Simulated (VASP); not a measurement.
# GaN: single point with PBEsol

The system is GaN.

```
CELL_PARAMETERS angstrom
0.00000 2.10976 2.10976
2.10976 0.00000 2.10976
2.10976 2.10976 0.00000
ATOMIC_POSITIONS crystal
Ga 0.00000 0.00000 0.00000
N 0.50000 0.50000 0.50000
```

```yaml
Program: VASP 6.6.1
Task: single point
Functional: PBEsol
Potentials_or_basis: VASP PAW PBE potentials, release 64 (Ga_d, N)
Cutoff: 520 eV
k_mesh: 11 × 11 × 11
Occupations: fermi-dirac, width 0.05 eV
Spin: no spin polarisation
```

The pressure is 0.5 GPa. The band gap on the k mesh is 0.68 eV, indirect (least direct gap 2.82 eV).

Levels at points of the mesh, in eV from the valence-band top:
```csv
k point,band 5,band 6,band 7,band 8,band 9,band 10,band 11,band 12,band 13,band 14
"(0.00, 0.00, 0.00)",-13.84,-13.84,-0.54,-0.54,-0.54,2.28,14.62,14.62,14.62,15.78
```

It took 8.1 s on 1 thread of Intel(R) Xeon(R) Platinum 8488C (Sapphire Rapids), on a shared host, peak memory 0.14 GiB.

Caveat: the PAW data sets were made with another functional, which shifts forces and pressure a little. A k mesh can miss the band edges.
